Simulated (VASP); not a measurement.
# Sn (Immm) in VASP: single point with PBEsol+D3(BJ)

Aim: the single point of Sn with PBEsol+D3(BJ).

Everything below comes from runs of VASP 6.6.1. Logs are shortened: lines on timing, memory, paths and dates and some standing lists are left out, and cuts for length are marked.

### 1 The cell of the first run

The structure is orthorhombic, space group Immm (No. 71). The conventional cell has a = 3.453 Å, b = 3.551 Å, c = 4.677 Å, α = 90.00°, β = 90.00°, γ = 90.00°. Within 4.5 Å of Sn (site symmetry mmm) lie 12 Sn at 3.41 to 3.55 Å.

### 2 Single point, PBEsol+D3(BJ)

Contents of INCAR:

```
  ALGO = Fast
  EDIFF = 1E-6
  ENCUT = 520
  GGA = PS
  ISIF = 2
  ISMEAR = 0
  IVDW = 12
  LASPH = True
  LCHARG = False
  LREAL = False
  LWAVE = False
  NBANDS = 13
  NELM = 100
  PREC = Accurate
  SIGMA = 0.15
```

Contents of KPOINTS:

```
k-points
0
Gamma
  22 22 22
```

Contents of POSCAR:

```
Sn
1.0
   -1.7265390000      1.7755470000      2.3383420000
    1.7265390000     -1.7755470000      2.3383420000
    1.7265390000      1.7755470000     -2.3383420000
Sn
1
Direct
    0.0000000000      0.0000000000      0.0000000000
```

Potentials or basis: VASP PAW PBE potentials, release 64 (Sn_d).

On the command line:

```console
$ cat potpaw_PBE.64/Sn_d/POTCAR > POTCAR
$ mpirun -np 1 vasp_std > vasp.out
```

OUTCAR:

```text
EDIFF = 1E-6
   ENCUT = 520
   GGA = PS
   ISIF = 2
   ISMEAR = 0
   IVDW = 12
   LASPH = True
   LREAL = False
   NELM = 100
   PREC = Accurate
 IVDW          = 12

 ion  position               nearest neighbor table
   1  0.000  0.000  0.000-

  LATTYP: Found a body centered orthorhombic cell.
 ALAT       =     3.4530780000
 B/A-ratio  =     1.0283851103
 C/A-ratio  =     1.3543522620

  Lattice vectors:

 A1 = (  -1.7265390000,   1.7755470000,   2.3383420000)
 A2 = (   1.7265390000,  -1.7755470000,   2.3383420000)
 A3 = (   1.7265390000,   1.7755470000,  -2.3383420000)

Analysis of symmetry for initial positions (statically):
=====================================================================
 Subroutine PRICEL returns:
 Original cell was already a primitive cell.

 Routine SETGRP: Setting up the symmetry group for a
 body centered orthorhombic supercell.

 Subroutine GETGRP returns: Found  8 space group operations
 (whereof  8 operations were pure point group operations)
 out of a pool of  8 trial point group operations.

The static configuration has the point symmetry D_2h.

Analysis of symmetry for dynamics (positions and initial velocities):
=====================================================================
 Subroutine PRICEL returns:
 Original cell was already a primitive cell.

 Routine SETGRP: Setting up the symmetry group for a
 body centered orthorhombic supercell.

 Subroutine GETGRP returns: Found  8 space group operations
 (whereof  8 operations were pure point group operations)
 out of a pool of  8 trial point group operations.

The dynamic configuration has the point symmetry D_2h.

 Subroutine INISYM returns: Found  8 space group operations
 (whereof  8 operations are pure point group operations),
 and found     1 'primitive' translations

----------------------------------------------------------------------------------------

                                     Primitive cell

  volume of cell :      28.6732

  direct lattice vectors                    reciprocal lattice vectors
    -1.726539000  1.775547000  2.338342000     0.000000000  0.281603359  0.213826720
     1.726539000 -1.775547000  2.338342000     0.289596702  0.000000000  0.213826720
     1.726539000  1.775547000 -2.338342000     0.289596702  0.281603359  0.000000000

  length of vectors
     3.406075069  3.406075069  3.406075069     0.353584952  0.359983494  0.403938983

  position of ions in fractional coordinates (direct lattice)
     0.000000000  0.000000000  0.000000000

  ion indices of the primitive-cell ions
   primitive index   ion index
                 1           1

----------------------------------------------------------------------------------------

 KPOINTS: k-points

Automatic generation of k-mesh.
 Grid dimensions read from file:
 generate k-points for:   22   22   22

 Generating k-lattice:

  Cartesian coordinates                     Fractional coordinates (reciprocal lattice)
     0.000000000  0.012800153  0.009719396     0.045454545  0.000000000 -0.000000000
     0.013163486  0.000000000  0.009719396     0.000000000  0.045454545  0.000000000
     0.013163486  0.012800153  0.000000000    -0.000000000  0.000000000  0.045454545

  Length of vectors
     0.016072043  0.016362886  0.018360863

  Shift w.r.t. Gamma in fractional coordinates (k-lattice)
     0.000000000  0.000000000  0.000000000

 Subroutine IBZKPT returns following result:
 ===========================================

 Found   1530 irreducible k-points:

 Following reciprocal coordinates:
            Coordinates               Weight
  0.000000  0.000000  0.000000      1.000000
  0.045455  0.000000  0.000000      4.000000
  0.090909  0.000000  0.000000      4.000000
  0.136364  0.000000  0.000000      4.000000
  0.181818 -0.000000  0.000000      4.000000
  0.227273  0.000000  0.000000      4.000000
[... 16 lines left out ...]
  0.454545  0.045455  0.000000      8.000000
  0.500000  0.045455  0.000000      8.000000
 [... further k-points ...]
   k-points           NKPTS =   1530   k-points in BZ     NKDIM =   1530   number of bands    NBANDS=     13
   number of dos      NEDOS =    301   number of ions     NIONS =      1
   total plane-waves  NPLWV =  21952
   dimension x,y,z NGX =    28 NGY =   28 NGZ =   28
   dimension x,y,z NGXF=    56 NGYF=   56 NGZF=   56
   ions per type =               1
   NGX,Y,Z   is equivalent  to a cutoff of  13.67, 13.67, 13.67 a.u.
   NGXF,Y,Z  is equivalent  to a cutoff of  27.33, 27.33, 27.33 a.u.
 SYSTEM =  unknown system
   PREC   = accura    normal or accurate (medium, high low for compatibility)
   ISTART =      0    job   : 0-new  1-cont  2-samecut
   ICHARG =      2    charge: 1-file 2-atom 10-const
   ISPIN  =      1    spin polarized calculation?
   LNONCOLLINEAR =      F non collinear calculations
   LSORBIT =      F    spin-orbit coupling
   LASPH  =      T    aspherical Exc in radial PAW
   ENCUT  =  520.0 eV  38.22 Ry    6.18 a.u.   6.33  6.33  6.33*2*pi/ulx,y,z
   NELM   =    100;   NELMIN=  2; NELMDL= -5     # of ELM steps
   EDIFF  = 0.1E-05   stopping-criterion for ELM
   LREAL  =      F    real-space projection
   EDIFFG = 0.1E-04   stopping-criterion for IOM
   NSW    =      0    number of steps for IOM
   IBRION =     -1    ionic relax: 0-MD 1-quasi-New 2-CG
   NFREE  =      0    steps in history (QN), initial steepest desc. (CG)
   ISIF   =      2    stress and relaxation
   ISYM   =      2    0-nonsym 1-usesym 2-fastsym
   POTIM  = 0.5000    time-step for ionic-motion
   TEBEG  =    0.0;   TEEND  =   0.0 temperature during run
   PSTRESS=    0.0 pullay stress
   NELECT =      14.0000    total number of electrons
   NUPDOWN=      -1.0000    fix difference up-down
   EMIN   =  10.00;   EMAX   =-10.00  energy-range for DOS
   EFERMI =   0.00;   METHOD = LEGACY
   ISMEAR =     0;   SIGMA  =   0.15  broadening in eV -4-tet -1-fermi 0-gaus
   EFERMI_NEDOS =   21; number of points for ismear=-14 and -15
   IALGO  =     68    algorithm
   IMIX   =      4    mixing-type and parameters
     AMIX     =   0.40;   BMIX     =  1.00
     AMIX_MAG =   1.60;   BMIX_MAG =  1.00
  volume/ion in A,a.u.               =      28.67       193.50
  Fermi-wavevector in a.u.,A,eV,Ry     =   1.289116  2.436076 22.610433  1.661820
  Thomas-Fermi vector in A             =   2.421028
   LORBIT       =      0    0 simple, 1 ext, 2 COOP (PROOUT), +10 PAW based schemes
   GGA     = PS    functional components
   LHFCALC =     F    Hartree Fock is set to
   AEXX    =    0.0000 exact exchange contribution
   IVDW    =    12    specifies the selected vdW correction
   LEPSILON=     F    determine dielectric tensor
   LRPA    =     F    only Hartree local field effects (RPA)
 non-spin polarized calculation
 RMM-DIIS sequential band-by-band and
 Gauss-broadening in eV      SIGMA  =   0.15
  energy-cutoff  :      520.00
  volume of cell :       28.67
 maximum number of plane-waves:       788
 NGX is ok and might be reduce to    28
   NGX = 13   NGY = 13   NGZ = 13

 number of electron      13.9999998 magnetization

 Free energy of the ion-electron system (eV)
  ---------------------------------------------------
  ext. energy  EPLUGINS =         0.00000000
  ---------------------------------------------------
  free energy    TOTEN  =        -4.21068919 eV

  energy without entropy =       -4.20487499  energy(sigma->0) =       -4.20778209

 E-fermi :   7.3651     XC(G=0): -10.2534

 val. band max:        7.3645832431   @ k =   0.5000   0.5000   0.2727
 cond. band min:       7.3688029503   @ k =   0.4545   0.2727   0.0909
 fundamental gap:      0.0042197072
 Fermi energy:         7.3651276545

 k-point     1 :       0.0000    0.0000    0.0000
  band No.  band energies     occupation
      1     -14.0973      2.00000
      2     -14.0837      2.00000
      3     -14.0632      2.00000
      4     -14.0335      2.00000
      5     -13.9983      2.00000
      6      -3.4232      2.00000
      7      14.3657      0.00000
      8      14.5099      0.00000
      9      14.9116      0.00000
     10      17.9754      0.00000
     11      18.4895      0.00000
     12      18.9896      0.00000
     13      19.1565      0.00000

 k-point     2 :       0.0455    0.0000    0.0000
  band No.  band energies     occupation
      1     -14.0963      2.00000
      2     -14.0822      2.00000
      3     -14.0629      2.00000
      4     -14.0332      2.00000
      5     -13.9985      2.00000
      6      -3.3834      2.00000
      7      13.9225      0.00000
      8      14.4232      0.00000
      9      14.8282      0.00000
     10      17.6285      0.00000
     11      18.8046      0.00000
     12      19.2729      0.00000
     13      19.5484      0.00000

 k-point     3 :       0.0909    0.0000    0.0000
  band No.  band energies     occupation
      1     -14.0935      2.00000
      2     -14.0782      2.00000
      3     -14.0620      2.00000
      4     -14.0317      2.00000
      5     -13.9990      2.00000
      6      -3.2637      2.00000
      7      12.8050      0.00000
      8      14.3136      0.00000
      9      14.6064      0.00000
     10      17.3419      0.00000
     11      19.0843      0.00000
     12      19.5583      0.00000
     13      20.5882      0.00000
[... 305 lines left out ...]
 k-point    23 :       0.4545    0.0455    0.0000
  band No.  band energies     occupation
      1     -14.0829      2.00000
      2     -14.0797      2.00000
      3     -14.0633      2.00000
      4     -13.9641      2.00000
      5     -13.9427      2.00000
      6       0.4194      2.00000
      7       3.1397      2.00000
      8      12.2261      0.00000
      9      13.2030      0.00000
     10      16.8636      0.00000
     11      17.3156      0.00000
     12      18.3435      0.00000
     13      18.7900      0.00000

 k-point    24 :       0.5000    0.0455    0.0000
  band No.  band energies     occupation
      1     -14.0833      2.00000
      2     -14.0793      2.00000
      3     -14.0635      2.00000
      4     -13.9630      2.00000
      5     -13.9428      2.00000
      6       0.4940      2.00000
      7       3.0435      2.00000
      8      12.2824      0.00000
      9      13.1183      0.00000
     10      16.7431      0.00000
     11      17.3562      0.00000
     12      18.2459      0.00000
     13      18.9445      0.00000

 [... further k-points ...]

------------------------ aborting loop because EDIFF is reached ----------------------------------------

 Edisp (eV)   -0.36825

 E8    (eV) :    -0.2595

  FORCE on cell =-STRESS in cart. coord.  units (eV):
  Direction    XX          YY          ZZ          XY          YZ          ZX
  --------------------------------------------------------------------------------------
  -------------------------------------------------------------------------------------
  Total      -0.98589    -1.09018    -1.02413    -0.00000     0.00000     0.00000
  in kB     -55.08882   -60.91639   -57.22554    -0.00000     0.00000     0.00000
  external pressure =      -57.74 kB  Pullay stress =        0.00 kB

 VOLUME and BASIS-vectors are now :
 -----------------------------------------------------------------------------
  energy-cutoff  :      520.00
  volume of cell :       28.67
      direct lattice vectors                 reciprocal lattice vectors
    -1.726539000  1.775547000  2.338342000     0.000000000  0.281603359  0.213826720
     1.726539000 -1.775547000  2.338342000     0.289596702  0.000000000  0.213826720
     1.726539000  1.775547000 -2.338342000     0.289596702  0.281603359  0.000000000

 POSITION                                       TOTAL-FORCE (eV/Angst)
 -----------------------------------------------------------------------------------
      0.00000      0.00000      0.00000        -0.000000      0.000000     -0.000000
 -----------------------------------------------------------------------------------
    total drift:                                0.000000      0.000000      0.000000

  FREE ENERGIE OF THE ION-ELECTRON SYSTEM (eV)
  ---------------------------------------------------
  free  energy   TOTEN  =        -4.5789436973 eV

  energy  without entropy=       -4.5731294998  energy(sigma->0) =       -4.57603660
```

Wall time 10 min (1 thread of AMD EPYC 7R43 (Zen 3), shared host); peak memory 0.57 GiB.

Results:

| Property | Result |
| --- | --- |
| Free energy | -4.5789 eV |
| Pressure | -5.8 GPa |
| Band gap on the k mesh | zero (band 7 reaches 14.37 eV, above the bottom of band 8 at 5.35 eV) |
| Dispersion energy per atom | -0.368 eV |

Stress tensor (GPa, compression positive):
```
-5.51  0.00  0.00
 0.00 -6.09  0.00
 0.00  0.00 -5.72
```

Levels at points of the mesh, in eV from the Fermi level:
```
           k point  band 5  band 6  band 7  band 8  band 9  band 10
(0.00, 0.00, 0.00)  -21.36  -10.79    7.00    7.14    7.55    10.61
(0.50, 0.00, 0.00)  -21.31   -6.86   -4.41    5.22    5.97     9.67
(0.00, 0.50, 0.00)  -21.31   -6.61   -4.35    4.80    5.67     9.18
(0.50, 0.50, 0.00)  -21.29   -5.24   -3.59    2.05    2.42     5.50
(0.50, 0.50, 0.50)  -21.29   -4.48   -3.09    1.20    1.83     4.60
```

Caveat: the PAW data sets were made with another functional, which shifts forces and pressure a little; spin-orbit coupling is left out, which moves the levels of the heavy elements; pairwise dispersion overbinds metals, which lowers pressure and volume.
